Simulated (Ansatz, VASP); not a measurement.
**CsI2 in VASP and in Ansatz**

```
Cs I
1.0
    -2.60297    2.60297    5.94662
     2.60297   -2.60297    5.94662
     2.60297    2.60297   -5.94662
Cs I
1 2
Direct
  0.00000 0.00000 0.00000
  0.36362 0.36362 0.00000
  0.63638 0.63638 0.00000
```

Alike in both runs: functional PBE; k mesh 12 × 12 × 12; occupations gaussian, width 0.1 eV; no spin polarisation.

Ansatz relaxed the structure, and its values are those at the end. VASP's run is a single point on that final structure, the one shown.

|  | VASP | Ansatz |
| --- | --- | --- |
| version | VASP 6.6.1 | Ansatz 0.2.0 |
| potentials or method | VASP PAW PBE potentials, release 64 (Cs_sv, I), cutoff 520 eV | scalar-relativistic, plane waves, PAW |
| valence electrons in the cell | 23 | 43 |

|  | VASP | Ansatz | Ansatz less VASP |
| --- | --- | --- | --- |
| gap on the k mesh at the Fermi level (eV) | none | none | - |
| pressure (GPa) | 0.0 | 0.0 | -0.01 |

A gap of «none» marks a metal or a gap that the smearing closes. VASP's potentials hold 23 valence electrons a cell and Ansatz's 43, so a difference there can come from the potentials and not from the codes.

Neither program's run includes spin-orbit coupling.
